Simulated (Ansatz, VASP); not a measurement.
**Two plane-wave programs on NiO**

```
Ni O
1.0
     0.00000    2.09131    2.09131
     2.09131    0.00000    2.09131
     4.18262    4.18262    0.00000
Ni O
2 2
Direct
  0.00000 0.00000 0.00000
  0.00000 0.00000 0.50000
  0.50000 0.50000 0.25000
  0.50000 0.50000 0.75000
```

Alike in both runs: task single point; functional LDA; k mesh 12 × 12 × 6; occupations gaussian, width 0.05 eV; collinear spin; Hubbard terms Ni d U = 4.2 eV.

|  | VASP | Ansatz |
| --- | --- | --- |
| version | VASP 6.6.1 | Ansatz 0.2.0 |
| potentials or method | VASP PAW LDA potentials, release 64 (Ni, O), cutoff 520 eV | scalar-relativistic, plane waves, PAW |
| valence electrons in the cell | 32 | 48 |

```csv
,VASP,Ansatz,Ansatz less VASP
gap on the k mesh at the Fermi level (eV),2.28,2.25,-0.027
least direct gap on the mesh (eV),2.74,2.74,0.000
pressure (GPa),-18.4,-11.9,+6.51
net moment per atom (μB),0.00,0.00,0.000
size of the moment on the site where the two differ most (μB),1.58,1.55,-0.031
```

LDA's correlation is that of Perdew and Zunger in VASP and of Perdew and Wang (1992) in Ansatz. Site moments also hang on the region over which each program counts them. The programs project onto different local orbitals, so the same U acts differently, and such runs can settle in different states. VASP's potentials hold 32 valence electrons a cell and Ansatz's 48, so a difference there can come from the potentials and not from the codes. Ansatz's warnings: stability check not made.
